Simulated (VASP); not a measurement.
Write the native input for VASP 6.6.1 that does the following.

| Property | Result |
| --- | --- |
| Task | single point |
| Functional | LDA |
| Potentials or basis | VASP PAW LDA potentials, release 64 (Zn) |
| Cutoff | 520 eV |
| k mesh | 13 × 13 × 13 |
| Occupations | methfessel-paxton, width 0.05 eV |
| Spin | no spin polarisation |
| Dipole correction | no |
| Further INCAR settings | ALGO = Normal; EDIFF = 1e-06; NBANDS = 12 |

The structure of Zn lies in POSCAR:

```
Zn
1.0
    0.0000000000      1.9647760000      1.9647760000
    1.9647760000      0.0000000000      1.9647760000
    1.9647760000      1.9647760000      0.0000000000
Zn
1
Direct
    0.0000000000      0.0000000000      0.0000000000
```

One way to write it, as run:

INCAR

```
ALGO     = Normal         # electronic algorithm
EDIFF    = 1E-6           # SCF threshold, eV
ENCUT    = 520            # plane-wave cutoff, eV
ISIF     = 2              # what is computed and relaxed
ISMEAR   = 1              # smearing method
LASPH    = True           # aspherical terms in the spheres
LCHARG   = False          # write CHGCAR
LREAL    = False          # projectors in reciprocal space
LWAVE    = False          # write WAVECAR
NBANDS   = 12             # bands
NELM     = 100            # most SCF steps
PREC     = Accurate       # precision mode
SIGMA    = 0.05           # smearing width, eV
```

KPOINTS

```
k-points
0
Gamma
  13 13 13
```

Potentials or basis: VASP PAW LDA potentials, release 64 (Zn).

The run is started by

```sh
$ cat potpaw_LDA.64/Zn/POTCAR > POTCAR
$ mpirun -np 1 vasp_std > vasp.out
```

It gave:

The pressure is -8.3 GPa and the band gap on the k mesh is zero (band 6 reaches 3.96 eV, above the bottom of band 7 at 1.62 eV).

Wall time 4.2 s on 1 thread of Intel(R) Xeon(R) 6975P-C (Granite Rapids) (shared host), peak memory 0.13 GiB.
